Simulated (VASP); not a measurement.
# ZrOF2 (P-4m2) in VASP: single point with PBE

Aim: the single point of ZrOF2 with PBE.

All numbers are computed with VASP 6.6.1; they aren't measurements. Logs are shortened: lines on timing, memory, paths and dates and some standing lists are left out, and cuts for length are marked.

## Step 1: The cell of the first run

The structure is tetragonal, space group P-4m2 (No. 115). The conventional cell has a = 3.045 Å, b = 3.045 Å, c = 4.289 Å, α = 90.00°, β = 90.00°, γ = 90.00°. Within 2.4 Å of Zr (site symmetry -4m2) lie 4 F at 1.83 Å. Within 2.5 Å of O (site symmetry -4m2) lie 4 F at 1.89 Å. Within 2.4 Å of F (site symmetry 2mm) lie 2 Zr at 1.83 Å and 2 O at 1.89 Å.

The cell was generated, and may not be a known phase.

## Step 2: Single point, PBE

INCAR reads:

```
SYSTEM = ZrOF2
PREC = Accurate ; ENCUT = 1350
EDIFF = 1E-6 ; ISMEAR = 0
SIGMA = 0.1 ; LREAL = .False.
LASPH = .True. ; NELM = 120
ALGO = Normal ; ISIF = 2
LWAVE = .False. ; LCHARG = .False.
GGA = PE ; NBANDS = 24
GGA_COMPAT = .False.
```

KPOINTS reads:

```
Automatic mesh
0
Gamma
  6 6 4
  0 0 0
```

POSCAR reads:

```
ZrOF2
1.0
    3.0454084400      0.0000000000      0.0000000000
    0.0000000000      3.0454084400      0.0000000000
    0.0000000000      0.0000000000      4.2893733000
Zr O F
1 1 2
Direct
    0.5000000000      0.5000000000      0.5000000000
    0.0000000000      0.0000000000      0.0000000000
    0.5000000000      0.0000000000      0.7382648000
    0.0000000000      0.5000000000      0.2617352000
```

Potentials or basis: VASP PAW PBE potentials, release 64 (Zr_sv, O_h, F_h).

Run with:

```console
$ cat potpaw_PBE.64/Zr_sv/POTCAR potpaw_PBE.64/O_h/POTCAR potpaw_PBE.64/F_h/POTCAR > POTCAR
$ mpirun -np 1 vasp_std > vasp.out
```

OUTCAR:

```text
SYSTEM = ZrOF2
   PREC = Accurate
   ENCUT = 1350
   EDIFF = 1E-6
   ISMEAR = 0
   LREAL = .False.
   LASPH = .True.
   NELM = 120
   ISIF = 2
   GGA = PE

 ion  position               nearest neighbor table
   1  0.500  0.500  0.500-   3 1.83   4 1.83   3 1.83   4 1.83
   2  0.000  0.000  0.000-
   3  0.500  0.000  0.738-   1 1.83   1 1.83
   4  0.000  0.500  0.262-   1 1.83   1 1.83

  LATTYP: Found a simple tetragonal cell.
 ALAT       =     3.0454084400
 C/A-ratio  =     1.4084722573

  Lattice vectors:

 A1 = (   3.0454084400,   0.0000000000,   0.0000000000)
 A2 = (   0.0000000000,   3.0454084400,   0.0000000000)
 A3 = (   0.0000000000,   0.0000000000,   4.2893733000)

Analysis of symmetry for initial positions (statically):
=====================================================================
 Subroutine PRICEL returns:
 Original cell was already a primitive cell.

 Routine SETGRP: Setting up the symmetry group for a
 simple tetragonal supercell.

 Subroutine GETGRP returns: Found  8 space group operations
 (whereof  8 operations were pure point group operations)
 out of a pool of 16 trial point group operations.

The static configuration has the point symmetry D_2d.

Analysis of symmetry for dynamics (positions and initial velocities):
=====================================================================
 Subroutine PRICEL returns:
 Original cell was already a primitive cell.

 Routine SETGRP: Setting up the symmetry group for a
 simple tetragonal supercell.

 Subroutine GETGRP returns: Found  8 space group operations
 (whereof  8 operations were pure point group operations)
 out of a pool of 16 trial point group operations.

The dynamic configuration has the point symmetry D_2d.

 Subroutine INISYM returns: Found  8 space group operations
 (whereof  8 operations are pure point group operations),
 and found     1 'primitive' translations

----------------------------------------------------------------------------------------

                                     Primitive cell

  volume of cell :      39.7818

  direct lattice vectors                    reciprocal lattice vectors
     3.045408440  0.000000000  0.000000000     0.328363180  0.000000000  0.000000000
     0.000000000  3.045408440  0.000000000     0.000000000  0.328363180  0.000000000
     0.000000000  0.000000000  4.289373300     0.000000000  0.000000000  0.233134290

  length of vectors
     3.045408440  3.045408440  4.289373300     0.328363180  0.328363180  0.233134290

  position of ions in fractional coordinates (direct lattice)
     0.500000000  0.500000000  0.500000000
     0.000000000  0.000000000  0.000000000
     0.500000000  0.000000000  0.738264800
     0.000000000  0.500000000  0.261735200

  ion indices of the primitive-cell ions
   primitive index   ion index
                 1           1
                 2           2
                 3           3
                 4           4

----------------------------------------------------------------------------------------

 KPOINTS: Automatic mesh

Automatic generation of k-mesh.
 Grid dimensions read from file:
 generate k-points for:    6    6    4

 Generating k-lattice:

  Cartesian coordinates                     Fractional coordinates (reciprocal lattice)
     0.054727197  0.000000000  0.000000000     0.166666667  0.000000000  0.000000000
     0.000000000  0.054727197  0.000000000     0.000000000  0.166666667  0.000000000
     0.000000000  0.000000000  0.058283573     0.000000000  0.000000000  0.250000000

  Length of vectors
     0.054727197  0.054727197  0.058283573

  Shift w.r.t. Gamma in fractional coordinates (k-lattice)
     0.000000000  0.000000000  0.000000000

 Subroutine IBZKPT returns following result:
 ===========================================

 Found     30 irreducible k-points:

 Following reciprocal coordinates:
            Coordinates               Weight
  0.000000  0.000000  0.000000      1.000000
  0.166667  0.000000  0.000000      4.000000
  0.333333  0.000000  0.000000      4.000000
  0.500000  0.000000  0.000000      2.000000
  0.166667  0.166667  0.000000      4.000000
  0.333333  0.166667  0.000000      8.000000
[... 16 lines left out ...]
  0.333333  0.000000  0.500000      4.000000
  0.500000  0.000000  0.500000      2.000000
 [... further k-points ...]
   k-points           NKPTS =     30   k-points in BZ     NKDIM =     30   number of bands    NBANDS=     24
   number of dos      NEDOS =    301   number of ions     NIONS =      4
   total plane-waves  NPLWV =  69984
   dimension x,y,z NGX =    36 NGY =   36 NGZ =   54
   dimension x,y,z NGXF=    72 NGYF=   72 NGZF=  108
   ions per type =               1   1   2
   NGX,Y,Z   is equivalent  to a cutoff of  19.65, 19.65, 20.93 a.u.
   NGXF,Y,Z  is equivalent  to a cutoff of  39.30, 39.30, 41.86 a.u.
 SYSTEM =  ZrOF2
   PREC   = accura    normal or accurate (medium, high low for compatibility)
   ISTART =      0    job   : 0-new  1-cont  2-samecut
   ICHARG =      2    charge: 1-file 2-atom 10-const
   ISPIN  =      1    spin polarized calculation?
   LNONCOLLINEAR =      F non collinear calculations
   LSORBIT =      F    spin-orbit coupling
   LASPH  =      T    aspherical Exc in radial PAW
   ENCUT  = 1350.0 eV  99.22 Ry    9.96 a.u.   9.12  9.12 12.85*2*pi/ulx,y,z
   NELM   =    120;   NELMIN=  2; NELMDL= -5     # of ELM steps
   EDIFF  = 0.1E-05   stopping-criterion for ELM
   LREAL  =      F    real-space projection
   EDIFFG = 0.1E-04   stopping-criterion for IOM
   NSW    =      0    number of steps for IOM
   IBRION =     -1    ionic relax: 0-MD 1-quasi-New 2-CG
   NFREE  =      0    steps in history (QN), initial steepest desc. (CG)
   ISIF   =      2    stress and relaxation
   ISYM   =      2    0-nonsym 1-usesym 2-fastsym
   POTIM  = 0.5000    time-step for ionic-motion
   TEBEG  =    0.0;   TEEND  =   0.0 temperature during run
   PSTRESS=    0.0 pullay stress
   NELECT =      32.0000    total number of electrons
   NUPDOWN=      -1.0000    fix difference up-down
   EMIN   =  10.00;   EMAX   =-10.00  energy-range for DOS
   EFERMI =   0.00;   METHOD = LEGACY
   ISMEAR =     0;   SIGMA  =   0.10  broadening in eV -4-tet -1-fermi 0-gaus
   EFERMI_NEDOS =   21; number of points for ismear=-14 and -15
   IALGO  =     38    algorithm
   IMIX   =      4    mixing-type and parameters
     AMIX     =   0.40;   BMIX     =  1.00
     AMIX_MAG =   1.60;   BMIX_MAG =  1.00
  volume/ion in A,a.u.               =       9.95        67.12
  Fermi-wavevector in a.u.,A,eV,Ry     =   1.522521  2.877147 31.539243  2.318069
  Thomas-Fermi vector in A             =   2.631089
   LORBIT       =      0    0 simple, 1 ext, 2 COOP (PROOUT), +10 PAW based schemes
   GGA     = PE    functional components
   LHFCALC =     F    Hartree Fock is set to
   AEXX    =    0.0000 exact exchange contribution
   IVDW    =     0    specifies the selected vdW correction
   LEPSILON=     F    determine dielectric tensor
   LRPA    =     F    only Hartree local field effects (RPA)
 non-spin polarized calculation
 Gauss-broadening in eV      SIGMA  =   0.10
  energy-cutoff  :     1350.00
  volume of cell :       39.78
 maximum number of plane-waves:      4504
   NGX = 19   NGY = 19   NGZ = 25

 number of electron      32.0000004 magnetization

 Free energy of the ion-electron system (eV)
  ---------------------------------------------------
  ext. energy  EPLUGINS =         0.00000000
  ---------------------------------------------------
  free energy    TOTEN  =       -16.88705226 eV

  energy without entropy =      -16.88564290  energy(sigma->0) =      -16.88634758

 E-fermi :   9.9715     XC(G=0): -11.7830

 val. band max:        9.7960647723   @ k =   0.5000   0.3333   0.0000
 cond. band min:      10.0190740466   @ k =   0.3333   0.3333   0.0000
 fundamental gap:      0.2230092743
 Fermi energy:         9.9714531845

 k-point     1 :       0.0000    0.0000    0.0000
  band No.  band energies     occupation
      1     -41.5346      2.00000
      2     -22.1921      2.00000
      3     -19.5045      2.00000
      4     -19.5045      2.00000
      5     -18.5717      2.00000
      6     -15.5171      2.00000
[... 16 lines left out ...]
     23      21.1240      0.00000
     24      21.6792      0.00000

 k-point     2 :       0.1667    0.0000    0.0000
  band No.  band energies     occupation
      1     -41.4971      2.00000
      2     -22.2333      2.00000
      3     -20.4913      2.00000
      4     -19.4802      2.00000
      5     -17.7129      2.00000
      6     -15.4312      2.00000
[... 16 lines left out ...]
     23      20.1389      0.00000
     24      22.0622      0.00000

 k-point     3 :       0.3333    0.0000    0.0000
  band No.  band energies     occupation
      1     -41.4208      2.00000
      2     -22.5551      2.00000
      3     -21.1954      2.00000
      4     -19.4311      2.00000
      5     -16.9175      2.00000
      6     -15.4194      2.00000
[... 16 lines left out ...]
     23      18.9013      0.00000
     24      22.6560      0.00000

 k-point     4 :       0.5000    0.0000    0.0000
  band No.  band energies     occupation
      1     -41.3820      2.00000
      2     -22.8318      2.00000
      3     -21.2926      2.00000
      4     -19.4064      2.00000
      5     -16.5611      2.00000
      6     -15.5336      2.00000
[... 16 lines left out ...]
     23      18.8365      0.00000
     24      22.5416      0.00000

 k-point     5 :       0.1667    0.1667    0.0000
  band No.  band energies     occupation
      1     -41.4597      2.00000
      2     -22.2503      2.00000
      3     -20.9429      2.00000
      4     -19.7279      2.00000
      5     -17.1201      2.00000
      6     -15.3600      2.00000
[... 451 lines left out ...]
 k-point    22 :       0.1667    0.0000    0.5000
  band No.  band energies     occupation
      1     -41.4957      2.00000
      2     -22.3317      2.00000
      3     -20.4459      2.00000
      4     -19.4775      2.00000
      5     -17.5092      2.00000
      6     -15.5730      2.00000
[... 16 lines left out ...]
     23      17.5135      0.00000
     24      21.9009      0.00000

 k-point    23 :       0.3333    0.0000    0.5000
  band No.  band energies     occupation
      1     -41.4196      2.00000
      2     -22.5689      2.00000
      3     -21.2162      2.00000
      4     -19.4289      2.00000
      5     -16.7973      2.00000
      6     -15.5485      2.00000
[... 16 lines left out ...]
     23      18.5701      0.00000
     24      19.5685      0.00000

 k-point    24 :       0.5000    0.0000    0.5000
  band No.  band energies     occupation
      1     -41.3809      2.00000
      2     -22.8116      2.00000
      3     -21.3389      2.00000
      4     -19.4044      2.00000
      5     -16.5009      2.00000
      6     -15.6393      2.00000
[... 16 lines left out ...]
     23      18.5340      0.00000
     24      19.3989      0.00000

 [... further k-points ...]

------------------------ aborting loop because EDIFF is reached ----------------------------------------

  FORCE on cell =-STRESS in cart. coord.  units (eV):
  Direction    XX          YY          ZZ          XY          YZ          ZX
  --------------------------------------------------------------------------------------
  -------------------------------------------------------------------------------------
  Total       28.6656147     28.6656147     16.8410022      0.0000000      0.0000000     -0.0000000
  in kB     1154.4813000   1154.4813000    678.2558942      0.0000000      0.0000000     -0.0000000
  external PRESSURE =     995.7394981 kB  Pullay stress =       0.0000000 kB

 VOLUME and BASIS-vectors are now :
 -----------------------------------------------------------------------------
  energy-cutoff  :     1350.00
  volume of cell :       39.78
      direct lattice vectors                 reciprocal lattice vectors
     3.045408440  0.000000000  0.000000000     0.328363180  0.000000000  0.000000000
     0.000000000  3.045408440  0.000000000     0.000000000  0.328363180  0.000000000
     0.000000000  0.000000000  4.289373300     0.000000000  0.000000000  0.233134290

 POSITION                                       TOTAL-FORCE (eV/Angst)
 -----------------------------------------------------------------------------------
      1.52270      1.52270      2.14469         0.000000     -0.000000      0.000000
      0.00000      0.00000      0.00000         0.000000      0.000000      0.000000
      1.52270      0.00000      3.16669        -0.000000      0.000000      0.247490
      0.00000      1.52270      1.12268         0.000000      0.000000     -0.247490
 -----------------------------------------------------------------------------------
    total drift:                                0.000000      0.000000      0.000000

  FREE ENERGIE OF THE ION-ELECTRON SYSTEM (eV)
  ---------------------------------------------------
  free  energy   TOTEN  =       -16.8870522572 eV

  energy  without entropy=      -16.8856428981  energy(sigma->0) =      -16.88634758
```

Wall time 72 s (1 thread of AMD EPYC 9R45 (Zen 5), shared host); peak memory 0.29 GiB.

What came out:

```yaml
Free_energy: -16.8871 eV
Pressure: 99.6 GPa
Largest_force: 0.247 eV/Å
Band_gap_on_the_k_mesh: zero (bands 16 and 17 overlap by 0.12 eV)
```

Forces in eV/Å, atoms in the order of the input:
```
Zr   0.000  0.000  0.000
O    0.000  0.000  0.000
F    0.000  0.000  0.247
F    0.000  0.000 -0.247
```

Caveat: the k points lie up to 0.37 Å⁻¹ apart.

The gap in the log of VASP goes by the Fermi energy; the results here count the filled bands.